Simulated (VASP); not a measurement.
# SnO (P1) in VASP: single point with PBEsol

Aim: the single point of SnO with PBEsol.

All numbers are computed with VASP 6.6.1; they aren't measurements. Logs are shortened: lines on timing, memory, paths and dates and some standing lists are left out, and cuts for length are marked.

## Step 1: The cell of the first run

The typed cell holds 12 atoms: a = 3.316 Å, b = 5.705 Å, c = 11.798 Å, α = 96.94°, β = 85.97°, γ = 90.00°.

## Step 2: Single point, PBEsol (the part above a cut slid along it)

INCAR

```
SYSTEM = SnO
PREC     = Accurate       ! precision mode
ENCUT    = 520            ! plane-wave cutoff, eV
EDIFF    = 1E-6           ! SCF threshold, eV
ISMEAR   = 0              ! smearing method
SIGMA    = 0.05           ! smearing width, eV
LREAL    = .False.        ! projectors in reciprocal space
LASPH    = .True.         ! aspherical terms in the spheres
NELM     = 80             ! most SCF steps
ALGO     = Normal         ! electronic algorithm
ISIF     = 2              ! what is computed and relaxed
LWAVE    = .False.        ! write WAVECAR
LCHARG   = .True.         ! write CHGCAR
GGA      = PS             ! functional
LVHAR    = .True.       
NBANDS   = 72             ! bands
KPAR     = 4
```

KPOINTS

```
regular mesh
0
Gamma
  8 5 3
  0 0 0
```

POSCAR

```
SnO
1.0
   -3.3156086772      0.0000000000      0.0000000000
    0.0000000000     -5.7050005398      0.0000000000
   -0.8289021693      1.4262501350     11.6824937061
Sn O
6 6
Direct
   -0.2209228552      0.9871347336      0.8836914207
   -0.0542561885      0.8204680669      0.2170247540
   -0.1375895218      0.9038014002      0.5503580874
    0.3207438115      0.4130443101      0.7170247540
    0.4874104782      0.2463776434      0.0503580874
    0.4040771448      0.3297109768      0.3836914207
   -0.2373938948      0.3520372650      0.9495755793
   -0.0707272282      0.1853705984      0.2829089126
   -0.1540605615      0.2687039317      0.6162422460
    0.3042727718      1.0810838580      0.7829089126
    0.4709394385      0.9144171913      0.1162422460
    0.3876061052      0.9977505246      0.4495755793
```

Potentials or basis: VASP PAW PBE potentials, release 64 (Sn_d, O).

Launch:

```console
$ cat potpaw_PBE.64/Sn_d/POTCAR potpaw_PBE.64/O/POTCAR > POTCAR
$ mpirun -np 4 vasp_std > vasp.out
```

OUTCAR:

```text
SYSTEM = SnO
   PREC = Accurate
   ENCUT = 520
   EDIFF = 1E-6
   ISMEAR = 0
   LREAL = .False.
   LASPH = .True.
   NELM = 80
   ISIF = 2
   GGA = PS

 ion  position               nearest neighbor table
   1  0.779  0.987  0.884-   7 2.13  10 2.14  10 2.14   5 2.45   5 3.39   4 3.70   4 3.70
   2  0.946  0.820  0.217-   8 2.13  11 2.14  11 2.14   5 3.70   5 3.70   6 3.70   6 3.70
   3  0.862  0.904  0.550-   9 2.13  12 2.14  12 2.14   4 3.70   4 3.70   6 3.70   6 3.70
   4  0.321  0.413  0.717-  10 2.13   9 2.14   9 2.14   3 3.70   3 3.70   1 3.70   1 3.70
   5  0.487  0.246  0.050-   7 1.62  11 2.13   1 2.45   7 2.85   1 3.39   2 3.70   2 3.70
   6  0.404  0.330  0.384-  12 2.13   8 2.14   8 2.14   2 3.70   2 3.70   3 3.70   3 3.70
   7  0.763  0.352  0.950-   5 1.62   1 2.13   5 2.85
   8  0.929  0.185  0.283-   2 2.13   6 2.14   6 2.14
   9  0.846  0.269  0.616-   3 2.13   4 2.14   4 2.14
  10  0.304  0.081  0.783-   4 2.13   1 2.14   1 2.14
  11  0.471  0.914  0.116-   5 2.13   2 2.14   2 2.14
  12  0.388  0.998  0.450-   6 2.13   3 2.14   3 2.14

  LATTYP: Found a triclinic cell.
 ALAT       =     3.3156086772
 B/A-ratio  =     1.9901343758
 C/A-ratio  =     3.6280129942
 COS(alpha) =     0.0013630157
 COS(beta)  =     0.2067247282
 COS(gamma) =     0.5024786327

  Lattice vectors:

 A1 = (  -3.3156086772,   0.0000000000,   0.0000000000)
 A2 = (  -3.3156086772,   5.7050005398,   0.0000000000)
 A3 = (  -2.4867065079,  -1.4262501350, -11.6824937061)

Analysis of symmetry for initial positions (statically):
=====================================================================
 Subroutine PRICEL returns:
 Original cell was already a primitive cell.

 Routine SETGRP: Setting up the symmetry group for a
 triclinic supercell.

 Subroutine GETGRP returns: Found  1 space group operations
 (whereof  1 operations were pure point group operations)
 out of a pool of  2 trial point group operations.

The static configuration has the point symmetry C_1 .

Analysis of symmetry for dynamics (positions and initial velocities):
=====================================================================
 Subroutine PRICEL returns:
 Original cell was already a primitive cell.

 Routine SETGRP: Setting up the symmetry group for a
 triclinic supercell.

 Subroutine GETGRP returns: Found  1 space group operations
 (whereof  1 operations were pure point group operations)
 out of a pool of  2 trial point group operations.

The dynamic configuration has the point symmetry C_1 .

 Subroutine INISYM returns: Found  1 space group operations
 (whereof  1 operations are pure point group operations),
 and found     1 'primitive' translations

----------------------------------------------------------------------------------------

                                     Primitive cell

  volume of cell :     220.9808

  direct lattice vectors                    reciprocal lattice vectors
    -3.315608677  0.000000000  0.000000000    -0.301603747  0.000000000 -0.021399541
     0.000000000 -5.705000540  0.000000000     0.000000000 -0.175284821  0.021399541
    -0.828902169  1.426250135 11.682493706     0.000000000  0.000000000  0.085598163

  length of vectors
     3.315608677  5.705000540 11.798386646     0.302361969  0.176586265  0.085598163

  position of ions in fractional coordinates (direct lattice)
     0.779077145  0.987134734  0.883691421
     0.945743812  0.820468067  0.217024754
     0.862410478  0.903801400  0.550358087
     0.320743812  0.413044310  0.717024754
     0.487410478  0.246377643  0.050358087
     0.404077145  0.329710977  0.383691421
     0.762606105  0.352037265  0.949575579
     0.929272772  0.185370598  0.282908913
     0.845939438  0.268703932  0.616242246
     0.304272772  0.081083858  0.782908913
     0.470939438  0.914417191  0.116242246
     0.387606105  0.997750525  0.449575579

  ion indices of the primitive-cell ions
   primitive index   ion index
                 1           1
                 2           2
                 3           3
                 4           4
                 5           5
                 6           6
                 7           7
                 8           8
                 9           9
                10          10
                11          11
                12          12

----------------------------------------------------------------------------------------

 KPOINTS: regular mesh

Automatic generation of k-mesh.
 Grid dimensions read from file:
 generate k-points for:    8    5    3

 Generating k-lattice:

  Cartesian coordinates                     Fractional coordinates (reciprocal lattice)
    -0.037700468  0.000000000 -0.002674943     0.125000000  0.000000000  0.000000000
     0.000000000 -0.035056964  0.004279908     0.000000000  0.200000000 -0.000000000
     0.000000000  0.000000000  0.028532721     0.000000000  0.000000000  0.333333333

  Length of vectors
     0.037795246  0.035317253  0.028532721

  Shift w.r.t. Gamma in fractional coordinates (k-lattice)
     0.000000000  0.000000000  0.000000000

 Subroutine IBZKPT returns following result:
 ===========================================

 Found     61 irreducible k-points:

 Following reciprocal coordinates:
            Coordinates               Weight
  0.000000  0.000000  0.000000      1.000000
  0.125000  0.000000  0.000000      2.000000
  0.250000  0.000000  0.000000      2.000000
  0.375000  0.000000 -0.000000      2.000000
  0.500000  0.000000  0.000000      1.000000
  0.000000  0.200000 -0.000000      2.000000
[... 16 lines left out ...]
  0.125000  0.000000  0.333333      2.000000
  0.250000  0.000000  0.333333      2.000000
 [... further k-points ...]
   k-points           NKPTS =     61   k-points in BZ     NKDIM =     61   number of bands    NBANDS=     72
   number of dos      NEDOS =    301   number of ions     NIONS =     12
   total plane-waves  NPLWV = 105840
   dimension x,y,z NGX =    28 NGY =   42 NGZ =   90
   dimension x,y,z NGXF=    56 NGYF=   84 NGZF=  180
   ions per type =               6   6
   NGX,Y,Z   is equivalent  to a cutoff of  14.04, 12.24, 12.68 a.u.
   NGXF,Y,Z  is equivalent  to a cutoff of  28.08, 24.48, 25.36 a.u.
 SYSTEM =  SnO
   PREC   = accura    normal or accurate (medium, high low for compatibility)
   ISTART =      0    job   : 0-new  1-cont  2-samecut
   ICHARG =      2    charge: 1-file 2-atom 10-const
   ISPIN  =      1    spin polarized calculation?
   LNONCOLLINEAR =      F non collinear calculations
   LSORBIT =      F    spin-orbit coupling
   LASPH  =      T    aspherical Exc in radial PAW
   ENCUT  =  520.0 eV  38.22 Ry    6.18 a.u.   6.16 10.61 21.94*2*pi/ulx,y,z
   NELM   =     80;   NELMIN=  2; NELMDL= -5     # of ELM steps
   EDIFF  = 0.1E-05   stopping-criterion for ELM
   LREAL  =      F    real-space projection
   EDIFFG = 0.1E-04   stopping-criterion for IOM
   NSW    =      0    number of steps for IOM
   IBRION =     -1    ionic relax: 0-MD 1-quasi-New 2-CG
   NFREE  =      0    steps in history (QN), initial steepest desc. (CG)
   ISIF   =      2    stress and relaxation
   ISYM   =      2    0-nonsym 1-usesym 2-fastsym
   POTIM  = 0.5000    time-step for ionic-motion
   TEBEG  =    0.0;   TEEND  =   0.0 temperature during run
   PSTRESS=    0.0 pullay stress
   NELECT =     120.0000    total number of electrons
   NUPDOWN=      -1.0000    fix difference up-down
   EMIN   =  10.00;   EMAX   =-10.00  energy-range for DOS
   EFERMI =   0.00;   METHOD = LEGACY
   ISMEAR =     0;   SIGMA  =   0.05  broadening in eV -4-tet -1-fermi 0-gaus
   EFERMI_NEDOS =   21; number of points for ismear=-14 and -15
   IALGO  =     38    algorithm
   IMIX   =      4    mixing-type and parameters
     AMIX     =   0.40;   BMIX     =  1.00
     AMIX_MAG =   1.60;   BMIX_MAG =  1.00
  volume/ion in A,a.u.               =      18.42       124.27
  Fermi-wavevector in a.u.,A,eV,Ry     =   1.335623  2.523961 24.271264  1.783888
  Thomas-Fermi vector in A             =   2.464312
   LORBIT       =      0    0 simple, 1 ext, 2 COOP (PROOUT), +10 PAW based schemes
   GGA     = PS    functional components
   LHFCALC =     F    Hartree Fock is set to
   AEXX    =    0.0000 exact exchange contribution
   IVDW    =     0    specifies the selected vdW correction
   LEPSILON=     F    determine dielectric tensor
   LRPA    =     F    only Hartree local field effects (RPA)
 non-spin polarized calculation
 Gauss-broadening in eV      SIGMA  =   0.05
  energy-cutoff  :      520.00
  volume of cell :      220.98
 maximum number of plane-waves:      5977
 NGX is ok and might be reduce to    28
   NGX = 13   NGY = 21   NGZ = 43

 number of electron     119.9999999 magnetization

 Free energy of the ion-electron system (eV)
  ---------------------------------------------------
  ext. energy  EPLUGINS =         0.00000000
  ---------------------------------------------------
  free energy    TOTEN  =       -65.63929179 eV

  energy without entropy =      -65.63929179  energy(sigma->0) =      -65.63929179

 E-fermi :   6.1694     XC(G=0): -10.1650

 val. band max:        5.9123463676   @ k =   0.5000  -0.4000   0.3333
 cond. band min:       6.5267627067   @ k =   0.5000  -0.4000   0.3333
 fundamental gap:      0.6144163391
 Fermi energy:         6.1693797118

 k-point     1 :       0.0000    0.0000    0.0000
  band No.  band energies     occupation
      1     -17.8013      2.00000
      2     -16.2938      2.00000
      3     -15.9415      2.00000
      4     -15.7908      2.00000
      5     -15.6658      2.00000
      6     -15.5854      2.00000
[... 64 lines left out ...]
     71      11.6235      0.00000
     72      12.5467      0.00000
[... 1723 lines left out ...]
     71      10.9504      0.00000
     72      11.1249      0.00000

 [... further k-points ...]

------------------------ aborting loop because EDIFF is reached ----------------------------------------

  FORCE on cell =-STRESS in cart. coord.  units (eV):
  Direction    XX          YY          ZZ          XY          YZ          ZX
  --------------------------------------------------------------------------------------
  -------------------------------------------------------------------------------------
  Total        9.3638476     11.0047665     24.8120519      3.0838785      3.9090540     13.2376074
  in kB       67.8907186     79.7878754    179.8948583     22.3590492     28.3418201     95.9766451
  external PRESSURE =     109.1911508 kB  Pullay stress =       0.0000000 kB

 VOLUME and BASIS-vectors are now :
 -----------------------------------------------------------------------------
  energy-cutoff  :      520.00
  volume of cell :      220.98
      direct lattice vectors                 reciprocal lattice vectors
    -3.315608677  0.000000000  0.000000000    -0.301603747  0.000000000 -0.021399541
     0.000000000 -5.705000540  0.000000000     0.000000000 -0.175284821  0.021399541
    -0.828902169  1.426250135 11.682493706     0.000000000  0.000000000  0.085598163

 POSITION                                       TOTAL-FORCE (eV/Angst)
 -----------------------------------------------------------------------------------
     -3.31561     -4.37124     10.32372        -1.821849      3.045566     -4.920880
     -3.31561     -4.37124      2.53539        -0.031163      0.096910     -0.027952
     -3.31561     -4.37124      6.42955        -0.001308      0.103151     -0.077753
     -1.65780     -1.33376      8.37664         0.015214     -0.277379      0.068336
     -1.65780     -1.33376      0.58831        10.515814      3.022286     16.485594
     -1.65780     -1.33376      4.48247        -0.004446     -0.043589     -0.149961
     -3.31561     -0.65404     11.09341        -8.369929     -7.312694    -12.123020
     -3.31561     -0.65404      3.30508         0.115553     -0.028399      0.403674
     -3.31561     -0.65404      7.19925        -0.004521      0.002726      0.053414
     -1.65780      0.65404      9.14633         0.020960      0.196531     -0.071080
     -1.65780     -5.05096      1.35800        -0.439553      1.118552      0.295507
     -1.65780     -5.05096      5.25216         0.005227      0.076341      0.064121
 -----------------------------------------------------------------------------------
    total drift:                               -0.000063     -0.000626      0.002843

  FREE ENERGIE OF THE ION-ELECTRON SYSTEM (eV)
  ---------------------------------------------------
  free  energy   TOTEN  =       -65.6392917895 eV

  energy  without entropy=      -65.6392917895  energy(sigma->0) =      -65.63929179
```

It took 8.1 min on 4 MPI ranks of Oxide Virtual Turin-like, shared host; peak memory 0.75 GiB.

Results:

```
Free energy            : -65.6393 eV
Pressure               : 10.9 GPa
Largest force          : 19.786 eV/Å
Band gap on the k mesh : 0.61 eV
```

Forces in eV/Å, atoms in the order of the input:
```
Sn   -1.822   3.046  -4.921
Sn   -0.031   0.097  -0.028
Sn   -0.001   0.103  -0.078
Sn    0.015  -0.277   0.068
Sn   10.516   3.022  16.486
Sn   -0.004  -0.044  -0.150
O    -8.370  -7.313 -12.123
O     0.116  -0.028   0.404
O    -0.005   0.003   0.053
O     0.021   0.197  -0.071
O    -0.440   1.119   0.296
O     0.005   0.076   0.064
```

Caveat: the cell differs from its parent crystal (the part above a cut slid along it); the stress differs along the axes, from 7 to 18 GPa; semilocal functionals underestimate gaps, and a narrow one can read as zero; the PAW data sets were made with another functional, which shifts forces and pressure a little; spin-orbit coupling is left out, which moves the levels of the heavy elements. A k mesh can miss the band edges.
